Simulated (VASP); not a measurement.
# TiAl (P4/mmm) in VASP: a series of runs

Runs on TiAl. Level: PBEsol. Tasks: single point.

All numbers are computed with VASP 6.6.1; they aren't measurements. Logs are shortened: lines on timing, memory, paths and dates and some standing lists are left out, and cuts for length are marked.

## Step 1: The cell of the first run

The structure is tetragonal, space group P4/mmm (No. 123). Conventional cell: a = 2.925 Å, b = 2.925 Å, c = 3.433 Å, α = 90.00°, β = 90.00°, γ = 90.00°. Ti (site symmetry 4/mmm) has 8 Al at 2.69 Å and 6 Ti at 2.92 to 3.43 Å within 3.5 Å. Al (site symmetry 4/mmm) has 8 Ti at 2.69 Å and 6 Al at 2.92 to 3.43 Å within 3.5 Å.

## Step 2: Single point, PBEsol (strain -0.080 along x and y, +0.080 along z)

The input, INCAR:

```
PREC = Accurate
ENCUT = 520
EDIFF = 1E-6
ISMEAR = 0
SIGMA = 0.15
LREAL = F
LASPH = T
NELM = 80
ALGO = Fast
ISIF = 2
LWAVE = F
LCHARG = T
GGA = PS
LELF = T
LVHAR = T
NBANDS = 14
```

The input, KPOINTS:

```
Automatic mesh
0
Gamma
  16 16 16
```

The input, POSCAR:

```
TiAl
1.0
    2.9247388800      0.0000000000      0.0000000000
    0.0000000000      2.9247388800      0.0000000000
    0.0000000000      0.0000000000      3.4333891200
Ti Al
1 1
Direct
    0.0000000000      0.0000000000      0.0000000000
    0.5000000000      0.5000000000      0.5000000000
```

Potentials or basis: VASP PAW PBE potentials, release 64 (Ti_sv, Al).

Started as:

```sh
> cat potpaw_PBE.64/Ti_sv/POTCAR potpaw_PBE.64/Al/POTCAR > POTCAR
> mpirun -np 1 vasp_std > vasp.out
```

OUTCAR:

```text
PREC = Accurate
   ENCUT = 520
   EDIFF = 1E-6
   ISMEAR = 0
   LREAL = F
   LASPH = T
   NELM = 80
   ISIF = 2
   GGA = PS

 ion  position               nearest neighbor table
   1  0.000  0.000  0.000-   2 2.69   2 2.69   2 2.69   2 2.69   2 2.69   2 2.69   2 2.69   2 2.69

   2  0.500  0.500  0.500-   1 2.69   1 2.69   1 2.69   1 2.69   1 2.69   1 2.69   1 2.69   1 2.69

  LATTYP: Found a simple tetragonal cell.
 ALAT       =     2.9247388800
 C/A-ratio  =     1.1739130435

  Lattice vectors:

 A1 = (   2.9247388800,   0.0000000000,   0.0000000000)
 A2 = (   0.0000000000,   2.9247388800,   0.0000000000)
 A3 = (   0.0000000000,   0.0000000000,   3.4333891200)

Analysis of symmetry for initial positions (statically):
=====================================================================
 Subroutine PRICEL returns:
 Original cell was already a primitive cell.

 Routine SETGRP: Setting up the symmetry group for a
 simple tetragonal supercell.

 Subroutine GETGRP returns: Found 16 space group operations
 (whereof 16 operations were pure point group operations)
 out of a pool of 16 trial point group operations.

The static configuration has the point symmetry D_4h.

Analysis of symmetry for dynamics (positions and initial velocities):
=====================================================================
 Subroutine PRICEL returns:
 Original cell was already a primitive cell.

 Routine SETGRP: Setting up the symmetry group for a
 simple tetragonal supercell.

 Subroutine GETGRP returns: Found 16 space group operations
 (whereof 16 operations were pure point group operations)
 out of a pool of 16 trial point group operations.

The dynamic configuration has the point symmetry D_4h.

 Subroutine INISYM returns: Found 16 space group operations
 (whereof 16 operations are pure point group operations),
 and found     1 'primitive' translations

----------------------------------------------------------------------------------------

                                     Primitive cell

  volume of cell :      29.3695

  direct lattice vectors                    reciprocal lattice vectors
     2.924738880  0.000000000  0.000000000     0.341910865  0.000000000  0.000000000
     0.000000000  2.924738880  0.000000000     0.000000000  0.341910865  0.000000000
     0.000000000  0.000000000  3.433389120     0.000000000  0.000000000  0.291257403

  length of vectors
     2.924738880  2.924738880  3.433389120     0.341910865  0.341910865  0.291257403

  position of ions in fractional coordinates (direct lattice)
     0.000000000  0.000000000  0.000000000
     0.500000000  0.500000000  0.500000000

  ion indices of the primitive-cell ions
   primitive index   ion index
                 1           1
                 2           2

----------------------------------------------------------------------------------------

 KPOINTS: Automatic mesh

Automatic generation of k-mesh.
 Grid dimensions read from file:
 generate k-points for:   16   16   16

 Generating k-lattice:

  Cartesian coordinates                     Fractional coordinates (reciprocal lattice)
     0.021369429  0.000000000  0.000000000     0.062500000  0.000000000  0.000000000
     0.000000000  0.021369429  0.000000000     0.000000000  0.062500000  0.000000000
     0.000000000  0.000000000  0.018203588     0.000000000  0.000000000  0.062500000

  Length of vectors
     0.021369429  0.021369429  0.018203588

  Shift w.r.t. Gamma in fractional coordinates (k-lattice)
     0.000000000  0.000000000  0.000000000

 Subroutine IBZKPT returns following result:
 ===========================================

 Found    405 irreducible k-points:

 Following reciprocal coordinates:
            Coordinates               Weight
  0.000000  0.000000  0.000000      1.000000
  0.062500  0.000000  0.000000      4.000000
  0.125000  0.000000  0.000000      4.000000
  0.187500  0.000000  0.000000      4.000000
  0.250000  0.000000  0.000000      4.000000
  0.312500  0.000000  0.000000      4.000000
[... 16 lines left out ...]
  0.437500  0.125000  0.000000      8.000000
  0.500000  0.125000  0.000000      4.000000
 [... further k-points ...]
   k-points           NKPTS =    405   k-points in BZ     NKDIM =    405   number of bands    NBANDS=     14
   number of dos      NEDOS =    301   number of ions     NIONS =      2
   total plane-waves  NPLWV =  16128
   dimension x,y,z NGX =    24 NGY =   24 NGZ =   28
   dimension x,y,z NGXF=    48 NGYF=   48 NGZF=   56
   ions per type =               1   1
   NGX,Y,Z   is equivalent  to a cutoff of  13.64, 13.64, 13.56 a.u.
   NGXF,Y,Z  is equivalent  to a cutoff of  27.28, 27.28, 27.12 a.u.
 SYSTEM =  unknown system
   PREC   = accura    normal or accurate (medium, high low for compatibility)
   ISTART =      0    job   : 0-new  1-cont  2-samecut
   ICHARG =      2    charge: 1-file 2-atom 10-const
   ISPIN  =      1    spin polarized calculation?
   LNONCOLLINEAR =      F non collinear calculations
   LSORBIT =      F    spin-orbit coupling
   LASPH  =      T    aspherical Exc in radial PAW
   ENCUT  =  520.0 eV  38.22 Ry    6.18 a.u.   5.44  5.44  6.38*2*pi/ulx,y,z
   NELM   =     80;   NELMIN=  2; NELMDL= -5     # of ELM steps
   EDIFF  = 0.1E-05   stopping-criterion for ELM
   LREAL  =      F    real-space projection
   EDIFFG = 0.1E-04   stopping-criterion for IOM
   NSW    =      0    number of steps for IOM
   IBRION =     -1    ionic relax: 0-MD 1-quasi-New 2-CG
   NFREE  =      0    steps in history (QN), initial steepest desc. (CG)
   ISIF   =      2    stress and relaxation
   ISYM   =      2    0-nonsym 1-usesym 2-fastsym
   POTIM  = 0.5000    time-step for ionic-motion
   TEBEG  =    0.0;   TEEND  =   0.0 temperature during run
   PSTRESS=    0.0 pullay stress
   NELECT =      15.0000    total number of electrons
   NUPDOWN=      -1.0000    fix difference up-down
   EMIN   =  10.00;   EMAX   =-10.00  energy-range for DOS
   EFERMI =   0.00;   METHOD = LEGACY
   ISMEAR =     0;   SIGMA  =   0.15  broadening in eV -4-tet -1-fermi 0-gaus
   EFERMI_NEDOS =   21; number of points for ismear=-14 and -15
   IALGO  =     68    algorithm
   IMIX   =      4    mixing-type and parameters
     AMIX     =   0.40;   BMIX     =  1.00
     AMIX_MAG =   1.60;   BMIX_MAG =  1.00
  volume/ion in A,a.u.               =      14.68        99.10
  Fermi-wavevector in a.u.,A,eV,Ry     =   1.308598  2.472891 23.298999  1.712428
  Thomas-Fermi vector in A             =   2.439254
   LORBIT       =      0    0 simple, 1 ext, 2 COOP (PROOUT), +10 PAW based schemes
   GGA     = PS    functional components
   LHFCALC =     F    Hartree Fock is set to
   AEXX    =    0.0000 exact exchange contribution
   IVDW    =     0    specifies the selected vdW correction
   LEPSILON=     F    determine dielectric tensor
   LRPA    =     F    only Hartree local field effects (RPA)
 non-spin polarized calculation
 RMM-DIIS sequential band-by-band and
 Gauss-broadening in eV      SIGMA  =   0.15
  energy-cutoff  :      520.00
  volume of cell :       29.37
 maximum number of plane-waves:       813
 NGX is ok and might be reduce to    24
   NGX = 11   NGY = 11   NGZ = 13

 number of electron      15.0000003 magnetization

 Free energy of the ion-electron system (eV)
  ---------------------------------------------------
  ext. energy  EPLUGINS =         0.00000000
  ---------------------------------------------------
  free energy    TOTEN  =       -13.03833863 eV

  energy without entropy =      -13.01425688  energy(sigma->0) =      -13.02629776

 E-fermi :   9.4729     XC(G=0): -11.5814

 val. band max:        9.4709459731   @ k =   0.3750   0.3125   0.2500
 cond. band min:       9.4766484622   @ k =   0.3750   0.1875   0.3750
 fundamental gap:      0.0057024891
 Fermi energy:         9.4729086490

 k-point     1 :       0.0000    0.0000    0.0000
  band No.  band energies     occupation
      1     -46.8278      2.00000
      2     -23.2608      2.00000
      3     -23.0122      2.00000
      4     -23.0122      2.00000
      5      -0.0333      2.00000
      6       7.6882      2.00000
      7       8.2041      2.00000
      8      11.5024      0.00000
      9      11.5024      0.00000
     10      11.7794      0.00000
     11      12.2639      0.00000
     12      16.1451      0.00000
     13      16.1451      0.00000
     14      18.8596      0.00000

 k-point     2 :       0.0625    0.0000    0.0000
  band No.  band energies     occupation
      1     -46.8262      2.00000
      2     -23.2592      2.00000
      3     -23.0269      2.00000
      4     -23.0109      2.00000
      5       0.0412      2.00000
      6       7.7272      2.00000
      7       8.2115      2.00000
      8      10.9938      0.00000
      9      11.5148      0.00000
     10      12.1631      0.00000
     11      12.3227      0.00000
     12      15.6208      0.00000
     13      16.2820      0.00000
     14      18.8726      0.00000

 k-point     3 :       0.1250    0.0000    0.0000
  band No.  band energies     occupation
      1     -46.8217      2.00000
      2     -23.2547      2.00000
      3     -23.0687      2.00000
      4     -23.0072      2.00000
      5       0.2625      2.00000
      6       7.8274      2.00000
      7       8.2155      2.00000
      8      10.4140      0.00000
      9      11.5501      0.00000
     10      11.9033      0.00000
     11      13.0100      0.00000
     12      14.6513      0.00000
     13      16.6537      0.00000
     14      18.2403      0.00000

 k-point     4 :       0.1875    0.0000    0.0000
  band No.  band energies     occupation
      1     -46.8150      2.00000
      2     -23.2480      2.00000
      3     -23.1309      2.00000
      4     -23.0018      2.00000
      5       0.6252      2.00000
      6       7.8733      2.00000
      7       8.2261      2.00000
      8       9.8880      0.00009
      9      11.5678      0.00000
     10      11.6038      0.00000
     11      13.7256      0.00000
     12      13.7899      0.00000
     13      17.1878      0.00000
     14      17.9125      0.00000

 k-point     5 :       0.2500    0.0000    0.0000
  band No.  band energies     occupation
      1     -46.8070      2.00000
      2     -23.2400      2.00000
      3     -23.2036      2.00000
      4     -22.9953      2.00000
      5       1.1207      2.00000
      6       7.5764      2.00000
      7       8.3872      2.00000
      8       9.4332      1.29179
      9      11.2264      0.00000
     10      11.6682      0.00000
     11      13.2767      0.00000
[... 276 lines left out ...]
 k-point    22 :       0.3750    0.1250    0.0000
  band No.  band energies     occupation
      1     -46.7863      2.00000
      2     -23.3283      2.00000
      3     -23.2193      2.00000
      4     -23.0369      2.00000
      5       2.7072      2.00000
      6       6.2594      2.00000
      7       8.9049      2.00000
      8       8.9527      2.00000
      9      10.3626      0.00000
     10      11.2856      0.00000
     11      13.3349      0.00000
     12      16.6072      0.00000
     13      16.7350      0.00000
     14      17.7436      0.00000

 k-point    23 :       0.4375    0.1250    0.0000
  band No.  band energies     occupation
      1     -46.7818      2.00000
      2     -23.3681      2.00000
      3     -23.2148      2.00000
      4     -23.0329      2.00000
      5       3.5022      2.00000
      6       5.3508      2.00000
      7       8.7453      2.00000
      8       9.1752      1.99500
      9      10.1501      0.00000
     10      11.3375      0.00000
     11      13.5416      0.00000
     12      16.4925      0.00000
     13      17.3713      0.00000
     14      18.4684      0.00000

 k-point    24 :       0.5000    0.1250    0.0000
  band No.  band energies     occupation
      1     -46.7802      2.00000
      2     -23.3820      2.00000
      3     -23.2132      2.00000
      4     -23.0314      2.00000
      5       4.1997      2.00000
      6       4.6092      2.00000
      7       8.6911      2.00000
      8       9.2771      1.93514
      9      10.0514      0.00000
     10      11.3564      0.00000
     11      13.6430      0.00000
     12      16.3800      0.00000
     13      17.8935      0.00000
     14      19.1580      0.00000

 [... further k-points ...]

------------------------ aborting loop because EDIFF is reached ----------------------------------------

  FORCE on cell =-STRESS in cart. coord.  units (eV):
  Direction    XX          YY          ZZ          XY          YZ          ZX
  --------------------------------------------------------------------------------------
  -------------------------------------------------------------------------------------
  Total        1.1299587      1.1299587      2.9691560      0.0000000     -0.0000000      0.0000000
  in kB       61.6418867     61.6418867    161.9743996      0.0000000     -0.0000000      0.0000000
  external PRESSURE =      95.0860577 kB  Pullay stress =       0.0000000 kB

 VOLUME and BASIS-vectors are now :
 -----------------------------------------------------------------------------
  energy-cutoff  :      520.00
  volume of cell :       29.37
      direct lattice vectors                 reciprocal lattice vectors
     2.924738880  0.000000000  0.000000000     0.341910865  0.000000000  0.000000000
     0.000000000  2.924738880  0.000000000     0.000000000  0.341910865  0.000000000
     0.000000000  0.000000000  3.433389120     0.000000000  0.000000000  0.291257403

 POSITION                                       TOTAL-FORCE (eV/Angst)
 -----------------------------------------------------------------------------------
      0.00000      0.00000      0.00000         0.000000      0.000000      0.000000
      1.46237      1.46237      1.71669         0.000000      0.000000      0.000000
 -----------------------------------------------------------------------------------
    total drift:                               -0.000000      0.000000      0.000000

  FREE ENERGIE OF THE ION-ELECTRON SYSTEM (eV)
  ---------------------------------------------------
  free  energy   TOTEN  =       -13.0383386338 eV

  energy  without entropy=      -13.0142568765  energy(sigma->0) =      -13.02629776
```

Wall time 5.7 min (1 thread of Intel Xeon 8259CL, shared host); peak memory 0.29 GiB.

What came out:

```yaml
Free_energy: -13.0383 eV
Pressure: 9.5 GPa
Band_gap_on_the_k_mesh: zero (an odd number of electrons rules out a gap without spin polarisation)
```

Caveat: the cell differs from its parent crystal (strain -0.080 along x and y, +0.080 along z); the cell stands under pressure; the PAW data sets were made with another functional, which shifts forces and pressure a little.

[end of part 1 of 2]
